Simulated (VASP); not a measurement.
# C (C2/m) in VASP: notebook

The runs below take C through single point, with PBE+D3(BJ).

Everything below comes from runs of VASP 6.6.1. Logs are shortened: lines on timing, memory, paths and dates and some standing lists are left out, and cuts for length are marked.

### 1 The cell of the first run

It takes space group C2/m (No. 12, monoclinic). The conventional cell has a = 4.269 Å, b = 2.465 Å, c = 3.650 Å, α = 90.00°, β = 112.95°, γ = 90.00°. C (site symmetry m) has 3 C at 1.39 to 1.48 Å within 1.9 Å.

### 2 Single point, PBE+D3(BJ) (mode 4 frozen in at +0.000 Å and mode 6 at +0.030 Å (largest displacements))

INCAR reads:

```
SYSTEM = C
  PREC = Accurate
  ENCUT = 520
  EDIFF = 1E-6
  ISMEAR = 0
  SIGMA = 0.05
  LREAL = .False.
  LASPH = .True.
  NELM = 100
  ALGO = Normal
  ISIF = 2
  LWAVE = .False.
  LCHARG = .False.
  GGA = PE
  IVDW = 12
  NBANDS = 11
```

KPOINTS reads:

```
regular mesh
0
Gamma
  15 15 15
  0 0 0
```

POSCAR reads:

```
C
1.0
    1.2324809262      0.7115731945      3.3609366220
   -1.2324809262      0.7115731945      3.3609366220
    0.0000000000     -1.4231463891      3.3609366220
C
2
Direct
    0.1736223019      0.1736223019      0.1525422498
    0.8263776981      0.8263776981      0.8474577502
```

Potentials or basis: VASP PAW PBE potentials, release 64 (C).

Command:

```bash
> cat potpaw_PBE.64/C/POTCAR > POTCAR
> mpirun -np 1 vasp_std > vasp.out
```

OUTCAR:

```text
SYSTEM = C
   PREC = Accurate
   ENCUT = 520
   EDIFF = 1E-6
   ISMEAR = 0
   LREAL = .False.
   LASPH = .True.
   NELM = 100
   ISIF = 2
   GGA = PE
   IVDW = 12
 IVDW          = 12

 ion  position               nearest neighbor table
   1  0.174  0.174  0.153-   2 1.39   2 1.39   2 1.48
   2  0.826  0.826  0.847-   1 1.39   1 1.39   1 1.48

  LATTYP: Found a trigonal (rhomboedric) cell.
 ALAT       =     3.6498274783
 COS(alpha) =     0.7719417768

  Lattice vectors:

 A1 = (   1.2324809262,   0.7115731945,   3.3609366220)
 A2 = (  -1.2324809262,   0.7115731945,   3.3609366220)
 A3 = (   0.0000000000,  -1.4231463891,   3.3609366220)

Analysis of symmetry for initial positions (statically):
=====================================================================
 Subroutine PRICEL returns:
 Original cell was already a primitive cell.

 Routine SETGRP: Setting up the symmetry group for a
 trigonal (rhombohedral) supercell.

 Subroutine GETGRP returns: Found  4 space group operations
 (whereof  4 operations were pure point group operations)
 out of a pool of 12 trial point group operations.

The static configuration has the point symmetry C_2h.

Analysis of symmetry for dynamics (positions and initial velocities):
=====================================================================
 Subroutine PRICEL returns:
 Original cell was already a primitive cell.

 Routine SETGRP: Setting up the symmetry group for a
 trigonal (rhombohedral) supercell.

 Subroutine GETGRP returns: Found  4 space group operations
 (whereof  4 operations were pure point group operations)
 out of a pool of 12 trial point group operations.

The dynamic configuration has the point symmetry C_2h.

 Subroutine INISYM returns: Found  4 space group operations
 (whereof  4 operations are pure point group operations),
 and found     1 'primitive' translations

----------------------------------------------------------------------------------------

                                     Primitive cell

  volume of cell :      17.6853

  direct lattice vectors                    reciprocal lattice vectors
     1.232480926  0.711573195  3.360936622     0.405685791  0.234222801  0.099178702
    -1.232480926  0.711573195  3.360936622    -0.405685791  0.234222801  0.099178702
     0.000000000 -1.423146389  3.360936622     0.000000000 -0.468445602  0.099178702

  length of vectors
     3.649827478  3.649827478  3.649827478     0.478829507  0.478829507  0.478829507

  position of ions in fractional coordinates (direct lattice)
     0.173622302  0.173622302  0.152542250
     0.826377698  0.826377698  0.847457750

  ion indices of the primitive-cell ions
   primitive index   ion index
                 1           1
                 2           2

----------------------------------------------------------------------------------------

 KPOINTS: regular mesh

Automatic generation of k-mesh.
 Grid dimensions read from file:
 generate k-points for:   15   15   15

 Generating k-lattice:

  Cartesian coordinates                     Fractional coordinates (reciprocal lattice)
     0.027045719  0.015614853  0.006611913     0.066666667  0.000000000  0.000000000
    -0.027045719  0.015614853  0.006611913     0.000000000  0.066666667  0.000000000
     0.000000000 -0.031229707  0.006611913    -0.000000000 -0.000000000  0.066666667

  Length of vectors
     0.031921967  0.031921967  0.031921967

  Shift w.r.t. Gamma in fractional coordinates (k-lattice)
     0.000000000  0.000000000  0.000000000

 Subroutine IBZKPT returns following result:
 ===========================================

 Found    904 irreducible k-points:

 Following reciprocal coordinates:
            Coordinates               Weight
  0.000000  0.000000  0.000000      1.000000
  0.066667  0.000000  0.000000      4.000000
  0.000000  0.000000  0.066667      2.000000
  0.133333  0.000000  0.000000      4.000000
  0.000000  0.000000  0.133333      2.000000
  0.200000  0.000000  0.000000      4.000000
[... 16 lines left out ...]
  0.066667  0.000000  0.200000      4.000000
  0.266667  0.066667 -0.000000      4.000000
 [... further k-points ...]
   k-points           NKPTS =    904   k-points in BZ     NKDIM =    904   number of bands    NBANDS=     11
   number of dos      NEDOS =    301   number of ions     NIONS =      2
   total plane-waves  NPLWV =  21952
   dimension x,y,z NGX =    28 NGY =   28 NGZ =   28
   dimension x,y,z NGXF=    56 NGYF=   56 NGZF=   56
   ions per type =               2
   NGX,Y,Z   is equivalent  to a cutoff of  12.75, 12.75, 12.75 a.u.
   NGXF,Y,Z  is equivalent  to a cutoff of  25.51, 25.51, 25.51 a.u.
 SYSTEM =  C
   PREC   = accura    normal or accurate (medium, high low for compatibility)
   ISTART =      0    job   : 0-new  1-cont  2-samecut
   ICHARG =      2    charge: 1-file 2-atom 10-const
   ISPIN  =      1    spin polarized calculation?
   LNONCOLLINEAR =      F non collinear calculations
   LSORBIT =      F    spin-orbit coupling
   LASPH  =      T    aspherical Exc in radial PAW
   ENCUT  =  520.0 eV  38.22 Ry    6.18 a.u.   6.79  6.79  6.79*2*pi/ulx,y,z
   NELM   =    100;   NELMIN=  2; NELMDL= -5     # of ELM steps
   EDIFF  = 0.1E-05   stopping-criterion for ELM
   LREAL  =      F    real-space projection
   EDIFFG = 0.1E-04   stopping-criterion for IOM
   NSW    =      0    number of steps for IOM
   IBRION =     -1    ionic relax: 0-MD 1-quasi-New 2-CG
   NFREE  =      0    steps in history (QN), initial steepest desc. (CG)
   ISIF   =      2    stress and relaxation
   ISYM   =      2    0-nonsym 1-usesym 2-fastsym
   POTIM  = 0.5000    time-step for ionic-motion
   TEBEG  =    0.0;   TEEND  =   0.0 temperature during run
   PSTRESS=    0.0 pullay stress
   NELECT =       8.0000    total number of electrons
   NUPDOWN=      -1.0000    fix difference up-down
   EMIN   =  10.00;   EMAX   =-10.00  energy-range for DOS
   EFERMI =   0.00;   METHOD = LEGACY
   ISMEAR =     0;   SIGMA  =   0.05  broadening in eV -4-tet -1-fermi 0-gaus
   EFERMI_NEDOS =   21; number of points for ismear=-14 and -15
   IALGO  =     38    algorithm
   IMIX   =      4    mixing-type and parameters
     AMIX     =   0.40;   BMIX     =  1.00
     AMIX_MAG =   1.60;   BMIX_MAG =  1.00
  volume/ion in A,a.u.               =       8.84        59.67
  Fermi-wavevector in a.u.,A,eV,Ry     =   1.256708  2.374834 21.487884  1.579315
  Thomas-Fermi vector in A             =   2.390403
   LORBIT       =      0    0 simple, 1 ext, 2 COOP (PROOUT), +10 PAW based schemes
   GGA     = PE    functional components
   LHFCALC =     F    Hartree Fock is set to
   AEXX    =    0.0000 exact exchange contribution
   IVDW    =    12    specifies the selected vdW correction
   LEPSILON=     F    determine dielectric tensor
   LRPA    =     F    only Hartree local field effects (RPA)
 non-spin polarized calculation
 Gauss-broadening in eV      SIGMA  =   0.05
  energy-cutoff  :      520.00
  volume of cell :       17.69
 maximum number of plane-waves:       490
   NGX = 13   NGY = 13   NGZ = 13

 number of electron       8.0000000 magnetization

 Free energy of the ion-electron system (eV)
  ---------------------------------------------------
  ext. energy  EPLUGINS =         0.00000000
  ---------------------------------------------------
  free energy    TOTEN  =       -18.33087650 eV

  energy without entropy =      -18.33086711  energy(sigma->0) =      -18.33087180

 E-fermi :   4.6374     XC(G=0): -10.3085

 val. band max:        4.5673717144   @ k =   0.2000  -0.1333  -0.4667
 cond. band min:       4.7074652796   @ k =   0.2000  -0.1333  -0.4667
 fundamental gap:      0.1400935652
 Fermi energy:         4.6374185048

 k-point     1 :       0.0000    0.0000    0.0000
  band No.  band energies     occupation
      1     -14.9943      2.00000
      2      -1.9079      2.00000
      3       0.7724      2.00000
      4       2.5966      2.00000
      5       8.9368      0.00000
      6      11.8458      0.00000
      7      14.2264      0.00000
      8      16.0477      0.00000
      9      17.3336      0.00000
     10      27.3612      0.00000
     11      30.1883      0.00000

 k-point     2 :       0.0667    0.0000    0.0000
  band No.  band energies     occupation
      1     -14.8874      2.00000
      2      -1.7978      2.00000
      3       0.4376      2.00000
      4       2.2870      2.00000
      5       9.0890      0.00000
      6      12.1551      0.00000
      7      14.4011      0.00000
      8      15.6566      0.00000
      9      17.5409      0.00000
     10      27.7164      0.00000
     11      29.4901      0.00000

 k-point     3 :       0.0000    0.0000    0.0667
  band No.  band energies     occupation
      1     -14.8863      2.00000
      2      -1.8025      2.00000
      3       0.5964      2.00000
      4       2.0906      2.00000
      5       9.0837      0.00000
      6      12.0433      0.00000
      7      14.6316      0.00000
      8      15.7034      0.00000
      9      17.4800      0.00000
     10      27.6912      0.00000
     11      29.1711      0.00000

 k-point     4 :       0.1333    0.0000    0.0000
  band No.  band energies     occupation
      1     -14.5678      2.00000
      2      -1.4683      2.00000
      3      -0.4943      2.00000
      4       1.5366      2.00000
      5       9.5446      0.00000
      6      12.6982      0.00000
      7      14.5746      0.00000
      8      15.0957      0.00000
      9      18.1858      0.00000
     10      27.5196      0.00000
     11      28.6843      0.00000

 k-point     5 :       0.0000    0.0000    0.1333
  band No.  band energies     occupation
      1     -14.5631      2.00000
      2      -1.4883      2.00000
      3       0.1377      2.00000
      4       0.7945      2.00000
      5       9.5308      0.00000
      6      12.3825      0.00000
      7      14.7529      0.00000
      8      15.7703      0.00000
      9      17.9882      0.00000
     10      26.9966      0.00000
     11      28.6594      0.00000
[... 211 lines left out ...]
 k-point    21 :       0.2000    0.0667    0.0000
  band No.  band energies     occupation
      1     -14.2347      2.00000
      2      -1.2516      2.00000
      3      -1.0625      2.00000
      4       0.6098      2.00000
      5      10.1927      0.00000
      6      12.9039      0.00000
      7      13.7844      0.00000
      8      15.9022      0.00000
      9      18.8898      0.00000
     10      25.4136      0.00000
     11      28.9312      0.00000

 k-point    22 :      -0.2000    0.0000   -0.0667
  band No.  band energies     occupation
      1     -14.2406      2.00000
      2      -1.3782      2.00000
      3      -1.2266      2.00000
      4       0.9951      2.00000
      5      10.2139      0.00000
      6      13.3890      0.00000
      7      13.5937      0.00000
      8      15.2194      0.00000
      9      18.9835      0.00000
     10      25.8834      0.00000
     11      28.9680      0.00000

 k-point    23 :       0.0667    0.0000    0.2000
  band No.  band energies     occupation
      1     -14.2313      2.00000
      2      -1.2668      2.00000
      3      -0.5261      2.00000
      4      -0.0014      2.00000
      5      10.1823      0.00000
      6      12.7600      0.00000
      7      13.8804      0.00000
      8      16.2506      0.00000
      9      18.8431      0.00000
     10      25.3144      0.00000
     11      28.7329      0.00000

 k-point    24 :       0.2667    0.0667   -0.0000
  band No.  band energies     occupation
      1     -13.5986      2.00000
      2      -2.5823      2.00000
      3      -0.6304      2.00000
      4      -0.1857      2.00000
      5      11.1263      0.00000
      6      12.1781      0.00000
      7      13.1373      0.00000
      8      17.1463      0.00000
      9      20.1962      0.00000
     10      23.7265      0.00000
     11      27.9181      0.00000

 [... further k-points ...]

------------------------ aborting loop because EDIFF is reached ----------------------------------------

 Edisp (eV)   -0.31212

 E8    (eV) :    -0.0884

  FORCE on cell =-STRESS in cart. coord.  units (eV):
  Direction    XX          YY          ZZ          XY          YZ          ZX
  --------------------------------------------------------------------------------------
  -------------------------------------------------------------------------------------
  Total       0.96518    -0.31617     0.00469     0.00000     0.00687     0.00000
  in kB      87.43927   -28.64274     0.42455     0.00000     0.62216     0.00000
  external pressure =       19.74 kB  Pullay stress =        0.00 kB

 VOLUME and BASIS-vectors are now :
 -----------------------------------------------------------------------------
  energy-cutoff  :      520.00
  volume of cell :       17.69
      direct lattice vectors                 reciprocal lattice vectors
     1.232480926  0.711573195  3.360936622     0.405685791  0.234222801  0.099178702
    -1.232480926  0.711573195  3.360936622    -0.405685791  0.234222801  0.099178702
     0.000000000 -1.423146389  3.360936622     0.000000000 -0.468445602  0.099178702

 POSITION                                       TOTAL-FORCE (eV/Angst)
 -----------------------------------------------------------------------------------
      0.00000      0.03000      1.67975         0.000000     -2.983027      0.007558
      0.00000     -0.03000      8.40306         0.000000      2.983027     -0.007558
 -----------------------------------------------------------------------------------
    total drift:                               -0.000000      0.000000     -0.000000

  FREE ENERGIE OF THE ION-ELECTRON SYSTEM (eV)
  ---------------------------------------------------
  free  energy   TOTEN  =       -18.6429939756 eV

  energy  without entropy=      -18.6429845815  energy(sigma->0) =      -18.64298928
```

Wall time 4.4 min (1 thread of AMD EPYC 9R45 (Zen 5), shared host); peak memory 0.24 GiB.

What came out:

```
Free energy                : -18.6430 eV
Pressure                   : 2.0 GPa
Largest force              : 2.983 eV/Å
Band gap on the k mesh     : 0.14 eV, direct
Dispersion energy per atom : -0.156 eV
```

Forces on the atoms (eV/Å):
```
C    0.000 -2.983  0.008
C    0.000  2.983 -0.008
```

Stress tensor (GPa, compression positive):
```
 8.74  0.00  0.00
 0.00 -2.86  0.06
 0.00  0.06  0.04
```

Caveat: the cell differs from its parent crystal (mode 4 frozen in at +0.000 Å and mode 6 at +0.030 Å (largest displacements)); forces of over 1 eV/Å act on the atoms, so gaps and moduli don't describe the material at rest. A k mesh can miss the band edges.

(Continued in part 2 of 2.)
